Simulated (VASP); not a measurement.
# KBr (Fm-3m) in VASP: further runs

Aim: see how the results for KBr move with the level of theory and the settings. Levels: PBE, r2SCAN. Tasks: single point.

Program: VASP 6.6.1. These are calculated values, not measurements. Logs are shortened: lines on timing, memory, paths and dates and some standing lists are left out, and cuts for length are marked.

## (1) The cell of the first run

The structure is cubic, space group Fm-3m (No. 225). Conventional cell: a = 6.604 Å, b = 6.604 Å, c = 6.604 Å, α = 90.00°, β = 90.00°, γ = 90.00°. Within 4.3 Å of K (site symmetry m-3m) lie 6 Br at 3.30 Å. Within 4.3 Å of Br (site symmetry m-3m) lie 6 K at 3.30 Å.

## (2) Single point, PBE

The input, INCAR:

```
SYSTEM = KBr
ALGO     = Normal         ! electronic algorithm
EDIFF    = 1E-6           ! SCF threshold, eV
ENCUT    = 520            ! plane-wave cutoff, eV
GGA      = PE             ! functional
ISIF     = 2              ! what is computed and relaxed
ISMEAR   = 0              ! smearing method
LASPH    = .True.         ! aspherical terms in the spheres
LCHARG   = .False.        ! write CHGCAR
LREAL    = .False.        ! projectors in reciprocal space
LWAVE    = .False.        ! write WAVECAR
NBANDS   = 15             ! bands
NELM     = 60             ! most SCF steps
PREC     = Accurate       ! precision mode
SIGMA    = 0.01           ! smearing width, eV
```

The input, KPOINTS:

```
k-points
0
Gamma
  4 4 4
  0 0 0
```

The input, POSCAR:

```
KBr
1.0
    0.0000000000      3.3022478179      3.3022478179
    3.3022478179      0.0000000000      3.3022478179
    3.3022478179      3.3022478179      0.0000000000
K Br
1 1
Direct
    0.0000000000      0.0000000000      0.0000000000
    0.5000000000      0.5000000000      0.5000000000
```

Potentials or basis: VASP PAW PBE potentials, release 64 (K_sv, Br).

The run is started by

```console
$ cat potpaw_PBE.64/K_sv/POTCAR potpaw_PBE.64/Br/POTCAR > POTCAR
$ mpirun -np 1 vasp_std > vasp.out
```

OUTCAR:

```text
SYSTEM = KBr
   EDIFF = 1E-6
   ENCUT = 520
   GGA = PE
   ISIF = 2
   ISMEAR = 0
   LASPH = .True.
   LREAL = .False.
   NELM = 60
   PREC = Accurate

 ion  position               nearest neighbor table
   1  0.000  0.000  0.000-   2 3.30   2 3.30   2 3.30   2 3.30   2 3.30   2 3.30
   2  0.500  0.500  0.500-   1 3.30   1 3.30   1 3.30   1 3.30   1 3.30   1 3.30

  LATTYP: Found a face centered cubic cell.
 ALAT       =     6.6044956358

  Lattice vectors:

 A1 = (   0.0000000000,   3.3022478179,   3.3022478179)
 A2 = (   3.3022478179,   0.0000000000,   3.3022478179)
 A3 = (   3.3022478179,   3.3022478179,   0.0000000000)

Analysis of symmetry for initial positions (statically):
=====================================================================
 Subroutine PRICEL returns:
 Original cell was already a primitive cell.

 Routine SETGRP: Setting up the symmetry group for a
 face centered cubic supercell.

 Subroutine GETGRP returns: Found 48 space group operations
 (whereof 48 operations were pure point group operations)
 out of a pool of 48 trial point group operations.

The static configuration has the point symmetry O_h .

Analysis of symmetry for dynamics (positions and initial velocities):
=====================================================================
 Subroutine PRICEL returns:
 Original cell was already a primitive cell.

 Routine SETGRP: Setting up the symmetry group for a
 face centered cubic supercell.

 Subroutine GETGRP returns: Found 48 space group operations
 (whereof 48 operations were pure point group operations)
 out of a pool of 48 trial point group operations.

The dynamic configuration has the point symmetry O_h .

 Subroutine INISYM returns: Found 48 space group operations
 (whereof 48 operations are pure point group operations),
 and found     1 'primitive' translations

----------------------------------------------------------------------------------------

                                     Primitive cell

  volume of cell :      72.0210

  direct lattice vectors                    reciprocal lattice vectors
     0.000000000  3.302247818  3.302247818    -0.151412016  0.151412016  0.151412016
     3.302247818  0.000000000  3.302247818     0.151412016 -0.151412016  0.151412016
     3.302247818  3.302247818  0.000000000     0.151412016  0.151412016 -0.151412016

  length of vectors
     4.670083650  4.670083650  4.670083650     0.262253305  0.262253305  0.262253305

  position of ions in fractional coordinates (direct lattice)
     0.000000000  0.000000000  0.000000000
     0.500000000  0.500000000  0.500000000

  ion indices of the primitive-cell ions
   primitive index   ion index
                 1           1
                 2           2

----------------------------------------------------------------------------------------

 KPOINTS: k-points

Automatic generation of k-mesh.
 Grid dimensions read from file:
 generate k-points for:    4    4    4

 Generating k-lattice:

  Cartesian coordinates                     Fractional coordinates (reciprocal lattice)
    -0.037853004  0.037853004  0.037853004     0.250000000  0.000000000  0.000000000
     0.037853004 -0.037853004  0.037853004     0.000000000  0.250000000  0.000000000
     0.037853004  0.037853004 -0.037853004     0.000000000  0.000000000  0.250000000

  Length of vectors
     0.065563326  0.065563326  0.065563326

  Shift w.r.t. Gamma in fractional coordinates (k-lattice)
     0.000000000  0.000000000  0.000000000

 Subroutine IBZKPT returns following result:
 ===========================================

 Found      8 irreducible k-points:

 Following reciprocal coordinates:
            Coordinates               Weight
  0.000000  0.000000  0.000000      1.000000
  0.250000  0.000000  0.000000      8.000000
  0.500000  0.000000  0.000000      4.000000
  0.250000  0.250000  0.000000      6.000000
  0.500000  0.250000  0.000000     24.000000
 -0.250000  0.250000  0.000000     12.000000
  0.500000  0.500000  0.000000      3.000000
 -0.250000  0.500000  0.250000      6.000000
   k-points           NKPTS =      8   k-points in BZ     NKDIM =      8   number of bands    NBANDS=     15
   number of dos      NEDOS =    301   number of ions     NIONS =      2
   total plane-waves  NPLWV =  46656
   dimension x,y,z NGX =    36 NGY =   36 NGZ =   36
   dimension x,y,z NGXF=    72 NGYF=   72 NGZF=   72
   ions per type =               1   1
   NGX,Y,Z   is equivalent  to a cutoff of  12.82, 12.82, 12.82 a.u.
   NGXF,Y,Z  is equivalent  to a cutoff of  25.63, 25.63, 25.63 a.u.
 SYSTEM =  KBr
   PREC   = accura    normal or accurate (medium, high low for compatibility)
   ISTART =      0    job   : 0-new  1-cont  2-samecut
   ICHARG =      2    charge: 1-file 2-atom 10-const
   ISPIN  =      1    spin polarized calculation?
   LNONCOLLINEAR =      F non collinear calculations
   LSORBIT =      F    spin-orbit coupling
   LASPH  =      T    aspherical Exc in radial PAW
   ENCUT  =  520.0 eV  38.22 Ry    6.18 a.u.   8.68  8.68  8.68*2*pi/ulx,y,z
   NELM   =     60;   NELMIN=  2; NELMDL= -5     # of ELM steps
   EDIFF  = 0.1E-05   stopping-criterion for ELM
   LREAL  =      F    real-space projection
   EDIFFG = 0.1E-04   stopping-criterion for IOM
   NSW    =      0    number of steps for IOM
   IBRION =     -1    ionic relax: 0-MD 1-quasi-New 2-CG
   NFREE  =      0    steps in history (QN), initial steepest desc. (CG)
   ISIF   =      2    stress and relaxation
   ISYM   =      2    0-nonsym 1-usesym 2-fastsym
   POTIM  = 0.5000    time-step for ionic-motion
   TEBEG  =    0.0;   TEEND  =   0.0 temperature during run
   PSTRESS=    0.0 pullay stress
   NELECT =      16.0000    total number of electrons
   NUPDOWN=      -1.0000    fix difference up-down
   EMIN   =  10.00;   EMAX   =-10.00  energy-range for DOS
   EFERMI =   0.00;   METHOD = LEGACY
   ISMEAR =     0;   SIGMA  =   0.01  broadening in eV -4-tet -1-fermi 0-gaus
   EFERMI_NEDOS =   21; number of points for ismear=-14 and -15
   IALGO  =     38    algorithm
   IMIX   =      4    mixing-type and parameters
     AMIX     =   0.40;   BMIX     =  1.00
     AMIX_MAG =   1.60;   BMIX_MAG =  1.00
  volume/ion in A,a.u.               =      36.01       243.01
  Fermi-wavevector in a.u.,A,eV,Ry     =   0.991506  1.873674 13.375661  0.983083
  Thomas-Fermi vector in A             =   2.123252
   LORBIT       =      0    0 simple, 1 ext, 2 COOP (PROOUT), +10 PAW based schemes
   GGA     = PE    functional components
   LHFCALC =     F    Hartree Fock is set to
   AEXX    =    0.0000 exact exchange contribution
   IVDW    =     0    specifies the selected vdW correction
   LEPSILON=     F    determine dielectric tensor
   LRPA    =     F    only Hartree local field effects (RPA)
 non-spin polarized calculation
 Gauss-broadening in eV      SIGMA  =   0.01
  energy-cutoff  :      520.00
  volume of cell :       72.02
 maximum number of plane-waves:      1964
 NGX is ok and might be reduce to    36
   NGX = 17   NGY = 17   NGZ = 17

 number of electron      15.9999997 magnetization

 Free energy of the ion-electron system (eV)
  ---------------------------------------------------
  ext. energy  EPLUGINS =         0.00000000
  ---------------------------------------------------
  free energy    TOTEN  =        -6.21535685 eV

  energy without entropy =       -6.21535685  energy(sigma->0) =       -6.21535685

 E-fermi :  -1.6929     XC(G=0):  -7.3621

 val. band max:       -1.7480383305   @ k =   0.0000   0.0000   0.0000
 cond. band min:       2.6801138333   @ k =   0.0000   0.0000   0.0000
 fundamental gap:      4.4281521638
 Fermi energy:        -1.6929176802

 k-point     1 :       0.0000    0.0000    0.0000
  band No.  band energies     occupation
      1     -29.5344      2.00000
      2     -14.0376      2.00000
      3     -13.0115      2.00000
      4     -13.0115      2.00000
      5     -13.0115      2.00000
      6      -1.7480      2.00000
      7      -1.7480      2.00000
      8      -1.7480      2.00000
      9       2.6801      0.00000
     10       5.8551      0.00000
     11       5.8551      0.00000
     12       5.8551      0.00000
     13       6.6770      0.00000
     14       6.6770      0.00000
     15       9.8489      0.00000

 k-point     2 :       0.2500    0.0000    0.0000
  band No.  band energies     occupation
      1     -29.5316      2.00000
      2     -14.1347      2.00000
      3     -13.0143      2.00000
      4     -13.0143      2.00000
      5     -12.8794      2.00000
      6      -2.4170      2.00000
      7      -1.9203      2.00000
      8      -1.9203      2.00000
      9       3.9309      0.00000
     10       5.7371      0.00000
     11       6.5565      0.00000
     12       6.5565      0.00000
     13       7.4453      0.00000
     14       7.4453      0.00000
     15      10.4581      0.00000

 k-point     3 :       0.5000    0.0000    0.0000
  band No.  band energies     occupation
      1     -29.5288      2.00000
      2     -14.2150      2.00000
      3     -13.0170      2.00000
      4     -13.0170      2.00000
      5     -12.7630      2.00000
      6      -2.9226      2.00000
      7      -2.0792      2.00000
      8      -2.0792      2.00000
      9       4.8379      0.00000
     10       6.4792      0.00000
     11       8.0090      0.00000
     12       8.0090      0.00000
     13       8.3208      0.00000
     14       8.3208      0.00000
     15       9.1723      0.00000

 k-point     4 :       0.2500    0.2500    0.0000
  band No.  band energies     occupation
      1     -29.5307      2.00000
      2     -14.0849      2.00000
      3     -13.0292      2.00000
      4     -13.0292      2.00000
      5     -12.9247      2.00000
      6      -2.4516      2.00000
      7      -1.9097      2.00000
      8      -1.9097      2.00000
      9       4.1441      0.00000
     10       4.7837      0.00000
     11       7.0948      0.00000
     12       7.2994      0.00000
     13       7.2994      0.00000
     14       7.8627      0.00000
     15       9.9367      0.00000

 k-point     5 :       0.5000    0.2500    0.0000
  band No.  band energies     occupation
      1     -29.5280      2.00000
      2     -14.0948      2.00000
      3     -13.0510      2.00000
      4     -13.0321      2.00000
      5     -12.8962      2.00000
      6      -2.6297      2.00000
      7      -2.2089      2.00000
      8      -2.0563      2.00000
      9       4.9056      0.00000
     10       5.8153      0.00000
     11       7.1930      0.00000
     12       7.8922      0.00000
     13       7.9941      0.00000
     14       8.4615      0.00000
     15       9.1662      0.00000

 k-point     6 :      -0.2500    0.2500    0.0000
  band No.  band energies     occupation
      1     -29.5289      2.00000
      2     -14.1427      2.00000
      3     -13.0514      2.00000
      4     -13.0173      2.00000
      5     -12.8369      2.00000
      6      -2.6592      2.00000
      7      -2.1496      2.00000
      8      -2.0672      2.00000
      9       5.1353      0.00000
     10       5.7144      0.00000
     11       7.0736      0.00000
     12       7.1905      0.00000
     13       7.8728      0.00000
     14       8.9213      0.00000
     15       9.2343      0.00000

 k-point     7 :       0.5000    0.5000    0.0000
  band No.  band energies     occupation
      1     -29.5272      2.00000
      2     -13.9400      2.00000
      3     -13.1011      2.00000
      4     -13.0471      2.00000
      5     -13.0471      2.00000
      6      -2.5593      2.00000
      7      -2.0329      2.00000
      8      -2.0329      2.00000
      9       4.1187      0.00000
     10       5.4429      0.00000
     11       7.6151      0.00000
     12       7.7499      0.00000
     13       7.9169      0.00000
     14       9.0187      0.00000
     15       9.0187      0.00000

 k-point     8 :      -0.2500    0.5000    0.2500
  band No.  band energies     occupation
      1     -29.5271      2.00000
      2     -14.0368      2.00000
      3     -13.0740      2.00000
      4     -13.0740      2.00000
      5     -12.9155      2.00000
      6      -2.3336      2.00000
      7      -2.3336      2.00000
      8      -2.2826      2.00000
      9       5.6363      0.00000
     10       5.6363      0.00000
     11       6.5017      0.00000
     12       7.2462      0.00000
     13       8.9392      0.00000
     14       9.0433      0.00000
     15       9.2649      0.00000

------------------------ aborting loop because EDIFF is reached ----------------------------------------

  FORCE on cell =-STRESS in cart. coord.  units (eV):
  Direction    XX          YY          ZZ          XY          YZ          ZX
  --------------------------------------------------------------------------------------
  -------------------------------------------------------------------------------------
  Total        0.3259535      0.3259535      0.3259535      0.0000000     -0.0000000      0.0000000
  in kB        7.2511559      7.2511559      7.2511559      0.0000000     -0.0000000      0.0000000
  external PRESSURE =       7.2511559 kB  Pullay stress =       0.0000000 kB

 VOLUME and BASIS-vectors are now :
 -----------------------------------------------------------------------------
  energy-cutoff  :      520.00
  volume of cell :       72.02
      direct lattice vectors                 reciprocal lattice vectors
     0.000000000  3.302247818  3.302247818    -0.151412016  0.151412016  0.151412016
     3.302247818  0.000000000  3.302247818     0.151412016 -0.151412016  0.151412016
     3.302247818  3.302247818  0.000000000     0.151412016  0.151412016 -0.151412016

 POSITION                                       TOTAL-FORCE (eV/Angst)
 -----------------------------------------------------------------------------------
      0.00000      0.00000      0.00000         0.000000      0.000000      0.000000
      3.30225      3.30225      3.30225        -0.000000     -0.000000     -0.000000
 -----------------------------------------------------------------------------------
    total drift:                                0.000000      0.000000      0.000000

  FREE ENERGIE OF THE ION-ELECTRON SYSTEM (eV)
  ---------------------------------------------------
  free  energy   TOTEN  =        -6.2153568533 eV

  energy  without entropy=       -6.2153568533  energy(sigma->0) =       -6.21535685
```

Wall time 11 s (1 thread of AMD EPYC 7R13, shared host); peak memory 0.2 GiB.

Results:

- Free energy: -6.2154 eV
- Pressure: 0.7 GPa
- Band gap on the k mesh: 4.43 eV

Levels at points of the mesh, in eV from the valence-band top:
```
           k point  band 5  band 6  band 7  band 8  band 9  band 10  band 11  band 12
(0.00, 0.00, 0.00)  -11.26    0.00    0.00    0.00    4.43     7.60     7.60     7.60
(0.50, 0.00, 0.00)  -11.02   -1.17   -0.33   -0.33    6.59     8.23     9.76     9.76
(0.50, 0.50, 0.00)  -11.30   -0.81   -0.28   -0.28    5.87     7.19     9.36     9.50
```

(Part 1 of 2 ends here.)
